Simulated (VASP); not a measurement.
A run of VASP 6.6.1:

INCAR

```
  PREC = Accurate
  ENCUT = 520
  EDIFF = 1E-7
  ISMEAR = 0
  SIGMA = 0.05
  LREAL = Auto
  LASPH = T
  NELM = 80
  ALGO = Normal
  ISIF = 2
  LWAVE = F
  LCHARG = F
  GGA = PE
  NBANDS = 59
  NELECT = 88.0
```

KPOINTS

```
regular mesh
0
Gamma
  4 4 2
```

Contents of POSCAR:

```
Si6O11
1.0
   -2.5103274377      4.3480146658      0.0000000000
    0.0000000000      0.0000000000      5.5092660079
    7.5309823132      4.3480146658      0.0000000000
Si O
6 11
Direct
    0.7617495765      0.3333333333      0.2382504235
    0.2617495765      0.3333333333      0.7382504235
    0.9765008470      0.6666666667      0.5000000000
    0.4765008470      0.6666666667      0.0000000000
    0.2617495765      0.0000000000      0.2617495765
    0.7617495765      0.0000000000      0.7617495765
    0.0486521033      0.2055717715      0.2072260374
    0.5486521033      0.2055717715      0.7072260374
    0.7865130045      0.5389051049      0.3720609296
    0.2865130045      0.5389051049      0.8720609296
    0.6648348922      0.8722384382      0.9207130329
    0.2865130045      0.7944282285      0.1279390704
    0.7865130045      0.7944282285      0.6279390704
    0.6648348922      0.4610948951      0.0792869671
    0.1648348922      0.4610948951      0.5792869671
    0.4076425434     -0.0390833031      0.3763122999
    0.0486521033      0.1277615618      0.7927739626
```

Potentials or basis: VASP PAW PBE potentials, release 64 (Si, O).

Launch:

```console
$ cat potpaw_PBE.64/Si/POTCAR potpaw_PBE.64/O/POTCAR > POTCAR
$ mpirun -np 1 vasp_std > vasp.out
```

Hardware: 1 thread of AMD EPYC 9R45 96-Core Processor (Zen 5), on a shared host.

**Question.** How long does it take, and how much memory?

**Answer.** Wall time 5 min on 1 thread of AMD EPYC 9R45 96-Core Processor (Zen 5), with other jobs on the host, peak memory 0.39 GiB. Counts: scf iterations 19, k points 20.
